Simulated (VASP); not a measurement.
# Si (I4/mmm) in VASP: settings compared

The runs below take Si through single point, with PBE-based screened hybrid with 25 % exact exchange, PBE.

Everything below comes from runs of VASP 6.6.1. Logs are shortened: lines on timing, memory, paths and dates and some standing lists are left out, and cuts for length are marked.

## Step 1: The cell of the first run

The structure is tetragonal, space group I4/mmm (No. 139). The conventional cell has a = 3.254 Å, b = 3.254 Å, c = 2.641 Å, α = 90.00°, β = 90.00°, γ = 90.00°. Within 3.5 Å of Si (site symmetry 4/mmm) lie 14 Si at 2.64 to 3.25 Å.

## Step 2: Single point, PBE-based screened hybrid with 25 % exact exchange

POSCAR reads:

```
Si
1.0
   -1.6269149300      1.6269149300      1.3203298500
    1.6269149300     -1.6269149300      1.3203298500
    1.6269149300      1.6269149300     -1.3203298500
Si
1
Direct
    0.0000000000      0.0000000000      0.0000000000
```

INCAR.step1 reads:

```
SYSTEM = Si
ALGO = Normal
EDIFF = 1E-5
ENCUT = 520
GGA = PE
ISIF = 2
ISMEAR = -1
LASPH = .TRUE.
LREAL = .FALSE.
LWAVE = .TRUE.
NBANDS = 8
NELM = 80
PREC = Accurate
SIGMA = 0.05
```

INCAR.step2 reads:

```
SYSTEM = Si
AEXX = 0.25
ALGO = Normal
EDIFF = 1E-6
ENCUT = 520
GGA = PE
HFSCREEN = 0.4
ISIF = 2
ISMEAR = -1
ISTART = 1
LASPH = .TRUE.
LCHARG = .TRUE.
LELF = .TRUE.
LHFCALC = .TRUE.
LREAL = .FALSE.
LVHAR = .TRUE.
LWAVE = .FALSE.
NBANDS = 8
NELM = 80
PREC = Accurate
PRECFOCK = Normal
SIGMA = 0.05
```

KPOINTS reads:

```
k-points
0
G
  7 7 7
  0 0 0
```

Potentials or basis: VASP PAW PBE potentials, release 64 (Si).

Started as:

```
cat potpaw_PBE.64/Si/POTCAR > POTCAR
cp INCAR.step1 INCAR
mpirun -np 1 vasp_std > vasp.out
cp INCAR.step2 INCAR
mpirun -np 1 vasp_std > vasp.out
```

OUTCAR:

```text
SYSTEM = Si
   AEXX = 0.25
   EDIFF = 1E-6
   ENCUT = 520
   GGA = PE
   HFSCREEN = 0.4
   ISIF = 2
   ISMEAR = -1
   ISTART = 1
   LASPH = .TRUE.
   LHFCALC = .TRUE.
   LREAL = .FALSE.
   NELM = 80
   PREC = Accurate
   PRECFOCK = Normal

 ion  position               nearest neighbor table
   1  0.000  0.000  0.000-

  LATTYP: Found a body centered tetragonal cell.
 ALAT       =     3.2538298600
 C/A-ratio  =     0.8115543263

  Lattice vectors:

 A1 = (  -1.6269149300,   1.6269149300,   1.3203298500)
 A2 = (   1.6269149300,  -1.6269149300,   1.3203298500)
 A3 = (   1.6269149300,   1.6269149300,  -1.3203298500)

Analysis of symmetry for initial positions (statically):
=====================================================================
 Subroutine PRICEL returns:
 Original cell was already a primitive cell.

 Routine SETGRP: Setting up the symmetry group for a
 body centered tetragonal supercell.

 Subroutine GETGRP returns: Found 16 space group operations
 (whereof 16 operations were pure point group operations)
 out of a pool of 16 trial point group operations.

The static configuration has the point symmetry D_4h.

Analysis of symmetry for dynamics (positions and initial velocities):
=====================================================================
 Subroutine PRICEL returns:
 Original cell was already a primitive cell.

 Routine SETGRP: Setting up the symmetry group for a
 body centered tetragonal supercell.

 Subroutine GETGRP returns: Found 16 space group operations
 (whereof 16 operations were pure point group operations)
 out of a pool of 16 trial point group operations.

The dynamic configuration has the point symmetry D_4h.

 Subroutine INISYM returns: Found 16 space group operations
 (whereof 16 operations are pure point group operations),
 and found     1 'primitive' translations

----------------------------------------------------------------------------------------

                                     Primitive cell

  volume of cell :      13.9789

  direct lattice vectors                    reciprocal lattice vectors
    -1.626914930  1.626914930  1.320329850     0.000000000  0.307330144  0.378693249
     1.626914930 -1.626914930  1.320329850     0.307330144  0.000000000  0.378693249
     1.626914930  1.626914930 -1.320329850     0.307330144  0.307330144  0.000000000

  length of vectors
     2.652729781  2.652729781  2.652729781     0.487709334  0.487709334  0.434630458

[... 87 lines left out ...]
   TEBEG  =    0.0;   TEEND  =   0.0 temperature during run
   PSTRESS=    0.0 pullay stress
   NELECT =       4.0000    total number of electrons
   NUPDOWN=      -1.0000    fix difference up-down
   EMIN   =  10.00;   EMAX   =-10.00  energy-range for DOS
   EFERMI =   0.00;   METHOD = LEGACY
   ISMEAR =    -1;   SIGMA  =   0.05  broadening in eV -4-tet -1-fermi 0-gaus
   EFERMI_NEDOS =   21; number of points for ismear=-14 and -15
   IALGO  =     38    algorithm
   IMIX   =      1    mixing-type and parameters
     AMIX     =   0.40;   BMIX     =  1.00
     AMIX_MAG =   1.60;   BMIX_MAG =  1.00
  volume/ion in A,a.u.               =      13.98        94.33
  Fermi-wavevector in a.u.,A,eV,Ry     =   1.078791  2.038620 15.834335  1.163791
  Thomas-Fermi vector in A             =   2.214739
   LORBIT       =      0    0 simple, 1 ext, 2 COOP (PROOUT), +10 PAW based schemes
   GGA     = PE    functional components
   LHFCALC =     T    Hartree Fock is set to
   PRECFOCK=normal    Normal, Fast or Accurate (Low or Medium for compatibility)
   ENCUT4O =  -1.0   cutoff for four orbital integrals eV
   NKREDX  =     1    reduce k-point grid by
   NKREDY  =     1    reduce k-point grid by
   NKREDZ  =     1    reduce k-point grid by
   AEXX    =    0.2500 exact exchange contribution
   HFSCREEN=    0.4000 screening length (either q_TF or 0.3 A-1)
   HFSCREENC=   0.4000 screening length for correlation (either q_TF or 0.3 A-1)
   ENCUTFOCK=  -1.0 apply spherical cutoff to Coloumb kernel
   IVDW    =     0    specifies the selected vdW correction
   LEPSILON=     F    determine dielectric tensor
   LRPA    =     F    only Hartree local field effects (RPA)
 non-spin polarized calculation
  energy-cutoff  :      520.00
  volume of cell :       13.98
 maximum number of plane-waves:       386
  NGX = 16; NGY = 16; NGZ = 16

 number of electron       3.9999999 magnetization

 Free energy of the ion-electron system (eV)
  ---------------------------------------------------
  ext. energy  EPLUGINS =         0.00000000
  ---------------------------------------------------
  free energy    TOTEN  =        -5.34898380 eV

  energy without entropy =       -5.34323997  energy(sigma->0) =       -5.34611188

 E-fermi :  10.7328     XC(G=0):  -9.6187

 val. band max:       10.6870375898   @ k =   0.2857   0.1429   0.1429
 cond. band min:      10.9071828773   @ k =  -0.4286  -0.4286   0.4286
 fundamental gap:      0.2201452875
 Fermi energy:        10.7327633676

 k-point     1 :       0.0000    0.0000    0.0000
  band No.  band energies     occupation
      1      -5.6076      2.00000
      2      20.7919      0.00000
      3      21.4916      0.00000
      4      21.4916      0.00000
      5      24.3794      0.00000
      6      25.5056      0.00000
      7      26.7634      0.00000
      8      26.7634      0.00000
[... 243 lines left out ...]
 k-point    24 :      -0.4286    0.4286    0.1429
  band No.  band energies     occupation
      1       0.4186      2.00000
      2       4.7511      2.00000
      3      18.3976      0.00000
      4      20.0423      0.00000
      5      21.0485      0.00000
      6      24.3985      0.00000
      7      25.9840      0.00000
      8      30.1317      0.00000

 [... further k-points ...]

------------------------ aborting loop because EDIFF is reached ----------------------------------------

  FORCE on cell =-STRESS in cart. coord.  units (eV):
  Direction    XX          YY          ZZ          XY          YZ          ZX
  --------------------------------------------------------------------------------------
  -------------------------------------------------------------------------------------
  Total        0.3744997      0.3744997     -0.2329651      0.0000000     -0.0000000      0.0000000
  in kB       42.9229888     42.9229888    -26.7011106      0.0000000     -0.0000000      0.0000000
  external PRESSURE =      19.7149557 kB  Pullay stress =       0.0000000 kB

 VOLUME and BASIS-vectors are now :
 -----------------------------------------------------------------------------
  energy-cutoff  :      520.00
  volume of cell :       13.98
      direct lattice vectors                 reciprocal lattice vectors
    -1.626914930  1.626914930  1.320329850     0.000000000  0.307330144  0.378693249
     1.626914930 -1.626914930  1.320329850     0.307330144  0.000000000  0.378693249
     1.626914930  1.626914930 -1.320329850     0.307330144  0.307330144  0.000000000

 POSITION                                       TOTAL-FORCE (eV/Angst)
 -----------------------------------------------------------------------------------
      0.00000      0.00000      0.00000        -0.000000      0.000000     -0.000000
 -----------------------------------------------------------------------------------
    total drift:                                0.000000      0.000000      0.000000

  FREE ENERGIE OF THE ION-ELECTRON SYSTEM (eV)
  ---------------------------------------------------
  free  energy   TOTEN  =        -5.3489838009 eV

  energy  without entropy=       -5.3432399690  energy(sigma->0) =       -5.34611188
```

Wall time 6.6 min (1 thread of Intel Xeon 8259CL, shared host); peak memory 0.22 GiB.

What came out:

```
Free energy            : -5.3490 eV
Pressure               : 2.0 GPa
Band gap on the k mesh : zero (bands 2 and 3 overlap by 13.64 eV)
```

Caveat: the k points lie up to 0.44 Å⁻¹ apart, too coarse for converged energies and pressures of a metal; the PAW data sets were made with another functional, which shifts forces and pressure a little.

## Step 3: Single point, PBE-based screened hybrid with 25 % exact exchange

POSCAR is that of step 2.

INCAR.step1 reads:

```
SYSTEM = Si
  PREC = Accurate
  ENCUT = 520
  EDIFF = 1E-5
  ISMEAR = -1
  SIGMA = 0.05
  LREAL = .False.
  LASPH = .True.
  NELM = 80
  ALGO = Normal
  ISIF = 2
  LWAVE = .True.
  LCHARG = .False.
  GGA = PE
  NBANDS = 8
```

INCAR.step2 reads:

```
SYSTEM = Si
  PREC = Accurate
  ENCUT = 520
  EDIFF = 1E-6
  ISMEAR = -1
  SIGMA = 0.05
  LREAL = .False.
  LASPH = .True.
  NELM = 80
  ALGO = Normal
  ISIF = 2
  LWAVE = .False.
  LCHARG = .False.
  GGA = PE
  LHFCALC = .True.
  AEXX = 0.25
  HFSCREEN = 0.6
  PRECFOCK = Normal
  ISTART = 1
  NBANDS = 8
```

KPOINTS reads:

```
Automatic mesh
0
Gamma
  7 7 7
  0 0 0
```

Potentials or basis: VASP PAW PBE potentials, release 64 (Si).

Started as:

```
cat potpaw_PBE.64/Si/POTCAR > POTCAR
cp INCAR.step1 INCAR
mpirun -np 1 vasp_std > vasp.out
cp INCAR.step2 INCAR
mpirun -np 1 vasp_std > vasp.out
```

OUTCAR:

```text
SYSTEM = Si
   PREC = Accurate
   ENCUT = 520
   EDIFF = 1E-6
   ISMEAR = -1
   LREAL = .False.
   LASPH = .True.
   NELM = 80
   ISIF = 2
   GGA = PE
   LHFCALC = .True.
   AEXX = 0.25
   HFSCREEN = 0.6
   PRECFOCK = Normal
   ISTART = 1

 ion  position               nearest neighbor table
   1  0.000  0.000  0.000-

  LATTYP: Found a body centered tetragonal cell.
 ALAT       =     3.2538298600
 C/A-ratio  =     0.8115543263

[... 452 lines left out ...]
      6      24.1755      0.00000
      7      25.7358      0.00000
      8      29.8727      0.00000

 [... further k-points ...]

------------------------ aborting loop because EDIFF is reached ----------------------------------------

  FORCE on cell =-STRESS in cart. coord.  units (eV):
  Direction    XX          YY          ZZ          XY          YZ          ZX
  --------------------------------------------------------------------------------------
  -------------------------------------------------------------------------------------
  Total        0.4236750      0.4236750     -0.1846041      0.0000000      0.0000000      0.0000000
  in kB       48.5591716     48.5591716    -21.1582472      0.0000000      0.0000000      0.0000000
  external PRESSURE =      25.3200320 kB  Pullay stress =       0.0000000 kB

 VOLUME and BASIS-vectors are now :
 -----------------------------------------------------------------------------
  energy-cutoff  :      520.00
  volume of cell :       13.98
      direct lattice vectors                 reciprocal lattice vectors
    -1.626914930  1.626914930  1.320329850     0.000000000  0.307330144  0.378693249
     1.626914930 -1.626914930  1.320329850     0.307330144  0.000000000  0.378693249
     1.626914930  1.626914930 -1.320329850     0.307330144  0.307330144  0.000000000

 POSITION                                       TOTAL-FORCE (eV/Angst)
 -----------------------------------------------------------------------------------
      0.00000      0.00000      0.00000        -0.000000      0.000000      0.000000
 -----------------------------------------------------------------------------------
    total drift:                               -0.000007     -0.000006     -0.000021

  FREE ENERGIE OF THE ION-ELECTRON SYSTEM (eV)
  ---------------------------------------------------
  free  energy   TOTEN  =        -5.1703941810 eV

  energy  without entropy=       -5.1645872446  energy(sigma->0) =       -5.16749071
```

OUTCAR.step1:

```text
SYSTEM = Si
   PREC = Accurate
   ENCUT = 520
   EDIFF = 1E-5
   ISMEAR = -1
   LREAL = .False.
[... 482 lines left out ...]
 -----------------------------------------------------------------------------------
      0.00000      0.00000      0.00000         0.000000      0.000000      0.000000
 -----------------------------------------------------------------------------------
    total drift:                                0.000000      0.000000      0.000000

  FREE ENERGIE OF THE ION-ELECTRON SYSTEM (eV)
  ---------------------------------------------------
  free  energy   TOTEN  =        -4.9256846318 eV

  energy  without entropy=       -4.9197928719  energy(sigma->0) =       -4.92273875
```

Wall time 6 min (1 thread of Intel Xeon 8259CL, shared host); peak memory 0.22 GiB.

What came out:

```
Free energy            : -5.1704 eV
Pressure               : 2.5 GPa
Band gap on the k mesh : zero (bands 2 and 3 overlap by 13.35 eV)
```

Caveat: the k points lie up to 0.44 Å⁻¹ apart, too coarse for converged energies and pressures of a metal; the PAW data sets were made with another functional, which shifts forces and pressure a little.

## Step 4: Single point, PBE (13.14 Å³/atom)

This run uses another cell than the first one, of 13.14 Å³/atom.

INCAR reads:

```
PREC     = Accurate       # precision mode
ENCUT    = 520            # plane-wave cutoff, eV
EDIFF    = 1E-6           # SCF threshold, eV
ISMEAR   = -1             # smearing method
SIGMA    = 0.05           # smearing width, eV
LREAL    = False          # projectors in reciprocal space
LASPH    = True           # aspherical terms in the spheres
NELM     = 60             # most SCF steps
ALGO     = Normal         # electronic algorithm
ISIF     = 2              # what is computed and relaxed
LWAVE    = False          # write WAVECAR
LCHARG   = False          # write CHGCAR
GGA      = PE             # functional
NBANDS   = 8              # bands
```

KPOINTS reads:

```
regular mesh
0
Gamma
  13 13 13
```

POSCAR reads:

```
Si
1.0
   -1.5937032655      1.5937032655      1.2933767800
    1.5937032655     -1.5937032655      1.2933767800
    1.5937032655      1.5937032655     -1.2933767800
Si
1
Direct
    0.0000000000      0.0000000000      0.0000000000
```

Started as:

```
cat potpaw_PBE.64/Si/POTCAR > POTCAR
mpirun -np 1 vasp_std > vasp.out
```

Run time: 11 s. Hardware: 1 thread of AMD EPYC 9R14 (Zen 4), shared host; peak memory 0.09 GiB.

Results (log left out):

```yaml
Free_energy: -4.8890 eV
Pressure: 10.9 GPa
Band_gap_on_the_k_mesh: zero (bands 2 and 3 overlap by 14.04 eV)
```

Stress tensor (GPa, compression positive):
```
11.66  0.00  0.00
 0.00 11.66  0.00
 0.00  0.00  9.31
```

Levels at points of the mesh, in eV from the Fermi level:
| k point | band 1 | band 2 | band 3 | band 4 | band 5 | band 6 |
| --- | --- | --- | --- | --- | --- | --- |
| (0.00, 0.00, 0.00) | -15.32 | 9.74 | 10.85 | 10.85 | 13.34 | 15.00 |

Caveat: the cell stands under pressure.

## Step 5: Single point, PBE (14.26 Å³/atom)

This run uses another cell than the first one, of 14.26 Å³/atom.

INCAR reads:

```
SYSTEM = Si
ALGO = Normal
EDIFF = 1E-7
ENCUT = 520
GGA = PE
ISIF = 2
ISMEAR = -1
LASPH = .True.
LCHARG = .False.
LREAL = .False.
LWAVE = .False.
NBANDS = 8
NELM = 100
PREC = Accurate
SIGMA = 0.05
```

KPOINTS reads:

```
k-points
0
Gamma
  13 13 13
  0 0 0
```

POSCAR reads:

```
Si
1.0
   -1.6376895151      1.6376895151      1.3290740111
    1.6376895151     -1.6376895151      1.3290740111
    1.6376895151      1.6376895151     -1.3290740111
Si
1
Direct
    0.0000000000      0.0000000000      0.0000000000
```

Started as:

```
cat potpaw_PBE.64/Si/POTCAR > POTCAR
mpirun -np 1 vasp_std > vasp.out
```

Run time: 12 s. Hardware: 1 thread of AMD EPYC 9R14 (Zen 4), shared host; peak memory 0.09 GiB.

Results (log left out):

```yaml
Free_energy: -4.9299 eV
Pressure: 1.5 GPa
Band_gap_on_the_k_mesh: zero (bands 2 and 3 overlap by 12.99 eV)
```

Stress tensor (GPa, compression positive):
```
 2.40  0.00  0.00
 0.00  2.40  0.00
 0.00  0.00 -0.43
```

Levels at points of the mesh, in eV from the Fermi level:
| k point | band 1 | band 2 | band 3 | band 4 | band 5 |
| --- | --- | --- | --- | --- | --- |
| (0.00, 0.00, 0.00) | -14.54 | 9.56 | 9.99 | 9.99 | 12.94 |

## Step 6: Overview

| level | cell | k mesh | grid for exact exchange (PRECFOCK) | share of exact exchange | screening parameter | gap on the mesh (eV) | pressure (GPa) |
| --- | --- | --- | --- | --- | --- | --- | --- |
| PBE-based screened hybrid with 25 % exact exchange | a = 2.653 Å, angles 104.3, 104.3, 120.3°, 1 atom | 7 × 7 × 7 | Normal | 0.25 | 0.4 1/Å | none | 2.0 |
| PBE-based screened hybrid with 25 % exact exchange | a = 2.653 Å, angles 104.3, 104.3, 120.3°, 1 atom | 7 × 7 × 7 | Normal | 0.25 | 0.6 1/Å | none | 2.5 |
| PBE | a = 2.599 Å, angles 104.3, 104.3, 120.3°, 1 atom | 13 × 13 × 13 | - | - | - | none | 10.9 |
| PBE | a = 2.670 Å, angles 104.3, 104.3, 120.3°, 1 atom | 13 × 13 × 13 | - | - | - | none | 1.5 |

Alike in all rows: task single point; potentials or basis VASP PAW PBE potentials, release 64 (Si); no spin polarisation; cutoff (eV) 520; smearing fermi-dirac 0.05 eV.

Caveats: some runs use coarse meshes; the PAW data sets were made with another functional, which shifts forces and pressure a little (at least some runs); the cell stands under pressure (at least some runs).

Total energies depend on the potentials used, so only differences within one code and one set of settings carry meaning.
